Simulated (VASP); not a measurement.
Crystal: C.

```
C
1.0
     1.67040   -2.85546    0.00000
     1.67040    2.85546    0.00000
     0.00000    0.00000    1.28638
C
1
Direct
  0.00000 0.00000 0.00000
```

* Program: VASP 6.6.1
* Task: relaxation of cell and atoms
* Functional: PBE
* Potentials or basis: VASP PAW PBE potentials, release 64 (C)
* Cutoff: 600 eV
* k mesh: 20 × 20 × 42
* Occupations: gaussian, width 0.1 eV
* Spin: no spin polarisation

At the start: pressure 0.3 GPa; volume 12.27 Å³/atom.

Question: Where does the relaxation end?

Answer: Over 12 steps the energy falls by 42.9 meV/atom and the volume is 17.50 Å³/atom (+42.6 %); space group P6/mmm (No. 191, to 0.05 Å).

Step by step:
```
step  energy change (eV)  largest force (eV/Å)  pressure (GPa)  volume (Å³)
   1              0.0000                0.0000            0.30        12.27
   2              0.0174                0.0000           12.95        12.31
   3             -0.0024                0.0000            3.41        12.28
   4             -0.0101                0.0000            2.40        12.70
   5             -0.0248                0.0000            0.10        13.99
   6             -0.0372                0.0000           -2.97        16.79
   7             -0.0397                0.0000           -2.20        16.97
   8             -0.0429                0.0000           -0.04        17.52
   9             -0.0429                0.0000           -0.19        17.46
  10             -0.0429                0.0000           -0.11        17.49
  11             -0.0429                0.0000           -0.05        17.50
  12             -0.0429                0.0000           -0.03        17.50
```

Final structure:
```
CELL_PARAMETERS angstrom
1.98945 -3.43091 0.00000
1.98945 3.43091 0.00000
0.00000 0.00000 1.28163
ATOMIC_POSITIONS crystal
C 0.00000 0.00000 0.00000
```

Caveat: the volume moved by over 15 % at a fixed basis, so the end points are rough.
